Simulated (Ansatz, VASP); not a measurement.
# ZnS: VASP beside Ansatz

Contents of POSCAR:

```
ZnS
1.0
    0.0000000000      2.7020000000      2.7020000000
    2.7020000000      0.0000000000      2.7020000000
    2.7020000000      2.7020000000      0.0000000000
Zn S
1 1
Direct
    0.7500000000      0.7500000000      0.7500000000
    0.0000000000      0.0000000000      0.0000000000
```

Contents of INCAR.step1:

```
  PREC = Accurate
  ENCUT = 520
  EDIFF = 1E-5
  ISMEAR = -1
  SIGMA = 0.05
  LREAL = False
  LASPH = True
  NELM = 100
  ALGO = Normal
  ISIF = 2
  LWAVE = True
  LCHARG = False
  GGA = PE
  NBANDS = 16
```

The input INCAR.step2:

```
  PREC = Accurate
  ENCUT = 520
  EDIFF = 1E-7
  ISMEAR = -1
  SIGMA = 0.05
  LREAL = False
  LASPH = True
  NELM = 100
  ALGO = Normal
  ISIF = 2
  LWAVE = False
  LCHARG = False
  GGA = PE
  LHFCALC = True
  HFSCREEN = 0.2079
  PRECFOCK = Normal
  ISTART = 1
  NBANDS = 16
```

KPOINTS

```
Automatic mesh
0
Gamma
  5 5 5
```

File input.yaml:

```yaml
crystal:
  lattice:
    - [0.0, 2.702, 2.702]
    - [2.702, 0.0, 2.702]
    - [2.702, 2.702, 0.0]
  atoms:
    - { symbol: Zn, position: [0.75, 0.75, 0.75] }
    - { symbol: S, position: [0.0, 0.0, 0.0] }
hamiltonian:
  xc: hse06
  pseudopotentials: { kind: paw }
kpoints:
  mp_grid: { grid: [5, 5, 5] }
  band_path:
    path:
      - [[0.0, 0.0, 0.0], [0.5, 0.0, 0.5], [0.5, 0.25, 0.75], [0.375, 0.375, 0.75], [0.0, 0.0, 0.0], [0.5, 0.5, 0.5], [0.625, 0.25, 0.625], [0.5, 0.25, 0.75], [0.5, 0.5, 0.5], [0.375, 0.375, 0.75]]
      - [[0.625, 0.25, 0.625], [0.5, 0.0, 0.5]]
    npoints: 4
scf:
  occupations: { method: fermi_dirac, width: 0.05 }
  n_extra_bands: 6
output:
  forces: true
  stress: true
  eigenvalues: true
  fatbands: false
  write_density: true
  write_potential: true
  elf: true
  volumetric_format: npy
```

Alike in both runs: functional HSE06; k mesh 5 × 5 × 5; occupations fermi-dirac, width 0.05 eV; no spin polarisation.

|  | VASP | Ansatz |
| --- | --- | --- |
| version | VASP 6.6.1 | Ansatz 0.2.0 |
| potentials or method | VASP PAW PBE potentials, release 64 (Zn, S) | Ansatz PAW |
| plane-wave cutoff (eV) | 520 | 420 |
| valence electrons in the cell | 18 | 18 |
| task | single point | band structure |

Ansatz gave:

```
gap on the k mesh at the Fermi level (eV) : 3.34
least direct gap on the mesh (eV)         : 3.34
pressure (GPa)                            : 1.0
```

Task: Which values does VASP return?

Result: gap on the k mesh at the Fermi level (eV): 3.33; least direct gap on the mesh (eV): 3.33; pressure (GPa): 1.0.

The functional is the same, so the differences come from potentials, cutoffs and numerics.
